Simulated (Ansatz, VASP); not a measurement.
## Two plane-wave programs on Be

```
CELL_PARAMETERS angstrom
2.22880 0.00000 0.00000
-1.11440 1.93020 0.00000
0.00000 0.00000 3.50953
ATOMIC_POSITIONS crystal
Be 0.00000 0.00000 0.00000
Be 0.33333 0.66667 0.50000
```

Alike in both runs: functional LDA; k mesh 27 × 27 × 15; no spin polarisation.

Ansatz relaxed the structure, and its values are those at the end. VASP's run is a single point on that final structure, the one shown.

```csv
,VASP,Ansatz
version,VASP 6.6.1,Ansatz 0.2.0
potentials or method,"VASP PAW LDA potentials, release 64 (Be)","plane-wave PAW, scalar-relativistic"
plane-wave cutoff (eV),520,420
occupations,"methfessel-paxton of order 1, width 0.1 eV","cold, width 0.1 eV"
valence electrons in the cell,4,4
```

|  | VASP | Ansatz | Ansatz less VASP |
| --- | --- | --- | --- |
| pressure (GPa) | 0.5 | 0.0 | -0.50 |

Ansatz warns that its potentials were made for another functional, while VASP's fit it. LDA's correlation is that of Perdew and Zunger in VASP and of Perdew and Wang (1992) in Ansatz.
